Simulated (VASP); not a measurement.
Runs of VASP 6.6.1 on NiO. The structure is that of space group Fm-3m (No. 225), or close to it. The cells are those of the table. 

| cell | gap on the mesh (eV) | pressure (GPa) | moment (μB) |
| --- | --- | --- | --- |
| a = 3.105 Å, angles 60.0°, 2 atoms | none | (b) | 1.93 |
| a = 2.847, b = 2.847, c = 2.810 Å, angles 60.4, 60.4, 59.1°, 2 atoms | none | 34.1 | 1.15 |
| a = 2.885, b = 2.885, c = 2.810 Å, angles 60.9, 60.9, 58.3°, 2 atoms | none | 27.6 | 1.28 |
| a = 2.810 Å, angles 60.0°, 2 atoms | none | (a) | 0.99 |

Alike in all rows: task single point; level PBE; potentials or basis VASP PAW PBE potentials, release 64 (Ni, O); spin collinear, ferromagnetic start; k mesh 20 × 20 × 20; cutoff (eV) 520; smearing gaussian 0.15 eV.

Question: Estimate the missing entries.

Answer: (a) 42.2; (b) -16.7.

Caveats: a cell with one magnetic atom can't hold antiferromagnetic order, which such compounds often take; semilocal functionals often make such compounds metallic where correlation or magnetic order opens a gap, which also shifts bond lengths.

A gap of «none» marks levels without a gap at the run's occupations.
